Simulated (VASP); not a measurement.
Li, 1 atom in the cell. Symmetry: Im-3m, No. 229, cubic system. The conventional cell has a = 3.509 Å, b = 3.509 Å, c = 3.509 Å, α = 90.00°, β = 90.00°, γ = 90.00°. Li (site symmetry m-3m) has 14 Li at 3.04 to 3.51 Å within 4.0 Å. 

```yaml
Program: VASP 6.6.1
Task: single point
Functional: PBE
Dispersion: D4
Potentials_or_basis: VASP PAW PBE potentials, release 64 (Li_sv)
Cutoff: 520 eV
k_mesh: 11 × 11 × 11
Occupations: fermi-dirac, width 0.01 eV
Spin: collinear spin
Starting_moments: "[0.5] μB"
Dipole_correction: no
Further_INCAR_settings: ALGO = Normal; EDIFF = 1e-07; NBANDS = 12
```

Potentials or basis: VASP PAW PBE potentials, release 64 (Li_sv).

The run is started by

```console
$ cat potpaw_PBE.64/Li_sv/POTCAR > POTCAR
$ mpirun -np 1 vasp_std > vasp.out
```

Hardware: 1 thread of AMD EPYC 7R43 64-Core Processor (Zen 3) (shared host).

Question: How long does it take, and how much memory?

Answer: Wall time 27 s on 1 thread of AMD EPYC 7R43 64-Core Processor (Zen 3), with other jobs on the host, peak memory 0.11 GiB. Counts: scf iterations 13, k points 56.
